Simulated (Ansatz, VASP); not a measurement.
**One calculation of CsCl, two programs**

```xyz
2
Lattice="4.1122 0.0000 0.0000 0.0000 4.1122 0.0000 0.0000 0.0000 4.1122" Properties=species:S:1:pos:R:3 pbc="T T T"
Cs    0.0000    0.0000    0.0000
Cl    2.0561    2.0561    2.0561
```

Alike in both runs: functional r2SCAN; k mesh 8 × 8 × 8; occupations fermi-dirac, width 0.02 eV; no spin polarisation.

Ansatz relaxed the structure, and its values are those at the end. VASP's run is a single point on that final structure, the one shown.

|  | VASP | Ansatz |
| --- | --- | --- |
| version | VASP 6.6.1 | Ansatz 0.2.0 |
| potentials or method | VASP PAW PBE potentials, release 64 (Cs_sv, Cl), cutoff 550 eV | PAW plane waves |
| valence electrons in the cell | 16 | 16 |

|  | VASP | Ansatz | Ansatz less VASP |
| --- | --- | --- | --- |
| gap on the k mesh at the Fermi level (eV) | 5.89 | 5.89 | +0.004 |
| pressure (GPa) | 0.4 | 0.4 | -0.05 |

VASP's potentials were made for PBE, not for r2SCAN. Ansatz's warnings: stress scf threshold loose.

Spin-orbit coupling is off throughout.
